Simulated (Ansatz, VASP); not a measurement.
## Rb: VASP beside Ansatz

File INCAR:

```
SYSTEM = Rb
PREC     = Accurate       ! precision mode
ENCUT    = 520            ! plane-wave cutoff, eV
EDIFF    = 1E-6           ! SCF threshold, eV
ISMEAR   = 0              ! smearing method
SIGMA    = 0.15           ! smearing width, eV
LREAL    = .False.        ! projectors in reciprocal space
LASPH    = .True.         ! aspherical terms in the spheres
NELM     = 100            ! most SCF steps
ALGO     = Fast           ! electronic algorithm
ISIF     = 2              ! what is computed and relaxed
LWAVE    = .False.        ! write WAVECAR
LCHARG   = .False.        ! write CHGCAR
GGA      = CA             ! functional
NBANDS   = 10             ! bands
```

KPOINTS

```
regular mesh
0
Gamma
  14 14 14
  0 0 0
```

File POSCAR:

```
Rb
1.0
   -2.3355126470      2.3355126470      3.3934998760
    2.3355126470     -2.3355126470      3.3934998760
    2.3355126470      2.3355126470     -3.3934998760
Rb
1
Direct
    0.0000000000      0.0000000000      0.0000000000
```

Input for Ansatz:

```yaml
crystal:
  lattice:
    - [-2.335512647, 2.335512647, 3.393499876]
    - [2.335512647, -2.335512647, 3.393499876]
    - [2.335512647, 2.335512647, -3.393499876]
  atoms:
    - { symbol: Rb, position: [0.0, 0.0, 0.0] }
basis:
  ecutwfc: 420
kpoints:
  mp_grid: { grid: [14, 14, 14] }
hamiltonian:
  xc: lda
scf:
  occupations: { method: gaussian, width: 0.15 }
output:
  forces: true
  stress: true
  eigenvalues: true
```

Alike in both runs: task single point; functional LDA; k mesh 14 × 14 × 14; occupations gaussian, width 0.15 eV; no spin polarisation.

|  | VASP | Ansatz |
| --- | --- | --- |
| version | VASP 6.6.1 | Ansatz 0.2.0 |
| potentials or method | VASP PAW LDA potentials, release 64 (Rb_sv), cutoff 520 eV | scalar-relativistic, plane waves, PAW |
| valence electrons in the cell | 9 | 9 |

|  | VASP | Ansatz | Ansatz less VASP |
| --- | --- | --- | --- |
| gap on the k mesh at the Fermi level (eV) | none | none | - |
| pressure (GPa) | 0.2 | 0.2 | 0.00 |

LDA's correlation is that of Perdew and Zunger in VASP and of Perdew and Wang (1992) in Ansatz. A gap of «none» marks a metal or a gap that the smearing closes.
